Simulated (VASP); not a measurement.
**MgI2: single point with PBEsol**

The system is MgI2.

```
Mg I
1.0
     4.19269    0.00000    0.00000
    -2.09634    3.63097    0.00000
     0.00000    0.00000    6.96112
Mg I
1 2
Direct
  0.00000 0.00000 0.00000
  0.33333 0.66667 0.76251
  0.66667 0.33333 0.23749
```

This cell differs from its parent crystal: biaxial strain in the a-b plane: +1.5 %.

- Program: VASP 6.6.1
- Task: single point
- Functional: PBEsol
- Potentials or basis: VASP PAW PBE potentials, release 64 (Mg, I)
- Cutoff: 520 eV
- k mesh: 6 × 6 × 4
- Occupations: gaussian, width 0.02 eV
- Spin: no spin polarisation
- Dipole correction: no
- Further INCAR settings: ALGO = Normal; EDIFF = 1e-06; NBANDS = 15

```
Pressure               : -0.6 GPa
Largest force          : 0.041 eV/Å
Band gap on the k mesh : 3.47 eV, indirect (least direct gap 3.52 eV)
```

Forces in eV/Å, atoms in the order of the input:
```
Mg   0.000  0.000  0.000
I    0.000  0.000  0.041
I    0.000  0.000 -0.041
```

Stress tensor (GPa, compression positive):
```
-0.88  0.00  0.00
 0.00 -0.88  0.00
 0.00  0.00 -0.19
```

Levels at points of the mesh, in eV from the valence-band top:
| k point | band 4 | band 5 | band 6 | band 7 | band 8 | band 9 | band 10 | band 11 | band 12 | band 13 |
| --- | --- | --- | --- | --- | --- | --- | --- | --- | --- | --- |
| (0.00, 0.00, 0.00) | -0.48 | -0.48 | -0.10 | -0.10 | 0.00 | 3.52 | 4.61 | 6.57 | 6.57 | 7.40 |
| (0.50, 0.00, 0.00) | -2.79 | -1.76 | -1.38 | -0.84 | -0.46 | 3.55 | 5.23 | 5.51 | 6.93 | 7.94 |
| (0.00, 0.00, 0.50) | -1.31 | -0.40 | -0.40 | -0.19 | -0.19 | 4.44 | 4.68 | 6.41 | 6.41 | 7.74 |
| (0.50, 0.00, 0.50) | -3.12 | -1.24 | -1.11 | -0.75 | -0.66 | 3.48 | 5.15 | 5.65 | 6.07 | 7.63 |

Run time: 30 s on 1 thread of Intel(R) Xeon(R) Platinum 8259CL CPU @ 2.50GHz (Skylake/Cascade Lake), with other jobs on the host, peak memory 0.23 GiB.

Caveat: the cell differs from its parent crystal (biaxial strain in the a-b plane: +1.5 %); the PAW data sets were made with another functional, which shifts forces and pressure a little; spin-orbit coupling is left out, which moves the levels of the heavy elements; this functional lacks dispersion, which binds the layers, so the pressure and a relaxed spacing across them are unreliable. A k mesh can miss the band edges.
